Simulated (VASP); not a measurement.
Here is a VASP 6.6.1 calculation.

INCAR

```
SYSTEM = HfO2
PREC = Accurate ; ENCUT = 520
EDIFF = 1E-6 ; ISMEAR = 0
SIGMA = 0.05 ; LREAL = .False.
LASPH = .True. ; NELM = 80
ALGO = Normal ; ISIF = 2
LWAVE = .False. ; LCHARG = .False.
GGA = CA ; NBANDS = 31
```

Contents of KPOINTS:

```
regular mesh
0
Gamma
  6 6 8
  0 0 0
```

File POSCAR:

```
HfO2
1.0
    4.9325653349      0.0000000000      0.0000000000
    0.0000000000      4.9325653349      0.0000000000
    0.0000000000      0.0000000000      3.2336062489
Hf O
2 4
Direct
    0.0000000000      0.0000000000      0.0000000000
    0.5000000000      0.5000000000      0.5000000000
    0.1951075733      0.8048924267      0.5000000000
    0.3048924267      0.3048924267      0.0000000000
    0.6951075733      0.6951075733      0.0000000000
    0.8048924267      0.1951075733      0.5000000000
```

Potentials or basis: VASP PAW LDA potentials, release 64 (Hf_pv, O).

Command:

```bash
$ cat potpaw_LDA.64/Hf_pv/POTCAR potpaw_LDA.64/O/POTCAR > POTCAR
$ mpirun -np 1 vasp_std > vasp.out
```

Problem. What does it give for the pressure?

Solution. -16.8 GPa.

Problem. Estimate the largest force.

Solution. 0.232 eV/Å.

Forces on the atoms (eV/Å):
```
Hf   0.000  0.000  0.000
Hf   0.000  0.000  0.000
O   -0.164  0.164  0.000
O    0.164  0.164  0.000
O   -0.164 -0.164  0.000
O    0.164 -0.164  0.000
```

Caveat: the cell differs from its parent crystal (strain +0.030 along x and y, +0.015 along z); the cell stands under tension.
